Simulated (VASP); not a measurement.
Here is a VASP 6.6.1 calculation.

The input INCAR:

```
PREC = Accurate
ENCUT = 600
EDIFF = 1E-6
ISMEAR = -1
SIGMA = 0.05
LREAL = False
LASPH = True
NELM = 200
ALGO = Normal
ISIF = 2
LWAVE = False
LCHARG = False
ISPIN = 2
MAGMOM = 7 0
LORBIT = 11
LMAXMIX = 6
GGA = PS
IVDW = 12
NBANDS = 22
GGA_COMPAT = False
```

KPOINTS

```
Automatic mesh
0
Gamma
  8 8 8
```

Contents of POSCAR:

```
EuS
1.0
    0.0000000000      2.9785000000      2.9785000000
    2.9785000000      0.0000000000      2.9785000000
    2.9785000000      2.9785000000      0.0000000000
Eu S
1 1
Direct
    0.0000000000      0.0000000000      0.0000000000
    0.5000000000      0.5000000000      0.5000000000
```

Potentials or basis: VASP PAW PBE potentials, release 64 (Eu, S).

Command:

```sh
$ cat potpaw_PBE.64/Eu/POTCAR potpaw_PBE.64/S/POTCAR > POTCAR
$ mpirun -np 1 vasp_std > vasp.out
```

Problem. What does it give for the pressure?

Solution. -7.9 GPa.

Problem. Estimate the band gap on the k mesh.

Solution. Zero (filled and empty bands overlap).

Problem. What does it give for the site moments?

Solution. Eu +6.59; S -0.07 μB.

Problem. What does it give for the dispersion energy per atom?

Solution. -0.337 eV.

Caveat: the cell stands under tension; the PAW data sets were made with another functional, which shifts forces and pressure a little; spin-orbit coupling is left out, which moves the levels of the heavy elements; a cell with one magnetic atom can't hold antiferromagnetic order, which such compounds often take; semilocal functionals describe open f shells poorly, which spoils levels, moments and volumes. With open d or f shells a metallic result of PBEsol can be an artefact of self-interaction; +U or a hybrid may open a gap.
